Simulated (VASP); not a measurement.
Crystal: BaTiO3.

```
CELL_PARAMETERS angstrom
3.98550 0.00000 0.00000
0.00000 2.83690 -2.84515
0.00000 2.83690 2.84515
ATOMIC_POSITIONS crystal
Ba 0.00000 0.00000 0.00000
Ti 0.50000 0.48760 0.51240
O 0.00000 0.51260 0.48740
O 0.50000 0.00816 0.50524
O 0.50000 0.49476 0.99184
```

Base run:

```yaml
Program: VASP 6.6.1
Functional: PBEsol
Potentials_or_basis: VASP PAW PBE potentials, release 64 (Ba_sv, Ti_sv, O)
Cutoff: 600 eV
k_mesh: 4 × 4 × 4
Occupations: gaussian, width 0.01 eV
Spin: no spin polarisation
```

Its results: band gap on the k mesh 1.80 eV (least direct gap 2.00 eV); pressure -2.2 GPa; largest force 0.307 eV/Å.

Q: The run is repeated on the same cell with these changes: hubbard terms from none to Ti d U = 4.5 eV. What comes out?

A: Band gap on the k mesh 2.31 eV (least direct gap 2.56 eV); pressure 1.5 GPa; largest force 0.436 eV/Å.

The U term pushes filled and empty states of the shell apart.

Caveats: the PAW data sets were made with another functional, which shifts forces and pressure a little; spin-orbit coupling is left out, which moves the levels of the heavy elements.

A k mesh can miss the band edges.
